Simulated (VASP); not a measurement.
SnH5:

```
Sn H
1.0
    -2.50278    2.50278    2.76525
     2.50278   -2.50278    2.76525
     2.50278    2.50278   -2.76525
Sn H
1 5
Cartesian
  0.0000 0.0000 2.7652
  0.0000 2.5028 1.3826
  2.5028 0.0000 1.3826
  0.0000 0.0000 0.0000
  0.0000 0.0000 4.2486
  0.0000 0.0000 1.2819
```

* Program: VASP 6.6.1
* Task: relaxation of cell and atoms
* Functional: PBE
* Potentials or basis: VASP PAW PBE potentials, release 64 (Sn_d, H)
* Cutoff: 600 eV
* k mesh: 6 × 6 × 6
* Occupations: gaussian, width 0.1 eV
* Spin: no spin polarisation

At the start: pressure 5.0 GPa; volume 11.55 Å³/atom.

**Question.** How do energy, volume and symmetry change on relaxing?

**Answer.** Over 16 steps the energy falls by 593.3 meV/atom and the volume is 8.03 Å³/atom (-30.5 %); space group I4/mmm (No. 139, to 0.05 Å).

The path:
```
step  energy change (eV)  largest force (eV/Å)  pressure (GPa)  volume (Å³)
   1              0.0000                6.7526            4.95        69.28
   2             -2.6477                1.3169           -7.76        72.51
   3             -2.7052                1.0191           -7.95        72.82
   4             -2.7521                0.3932           -7.94        73.42
   5             -3.0356                0.5169           -6.20        67.02
   6             -3.1197                1.4133           -4.30        62.70
   7             -3.3626                0.7794           -2.92        57.20
   8             -3.4927                0.0766           -0.09        51.25
   9             -3.4961                0.0625            0.61        50.16
  10             -3.5161                0.1217            0.16        50.18
  11             -3.5444                0.2937           -1.90        50.15
  12             -3.5449                0.2574           -1.53        50.17
  13             -3.5567                0.0593           -0.81        49.20
  14             -3.5568                0.0858           -0.73        49.12
  15             -3.5593                0.0441           -0.29        48.54
  16             -3.5598                0.0178           -0.02        48.18
```

Final structure:
```xyz
6
Lattice="-2.0112 2.0112 2.9778 2.0112 -2.0112 2.9778 2.0112 2.0112 -2.9778" Properties=species:S:1:pos:R:3 pbc="T T T"
Sn    0.0000    0.0000    2.9778
H     0.0000    2.0112    1.4889
H     2.0112    0.0000    1.4889
H     0.0000    0.0000    0.0000
H     0.0000    0.0000    5.0201
H     0.0000    0.0000    0.9356
```

Caveat: the volume moved by over 15 % at a fixed basis, so the end points are rough.
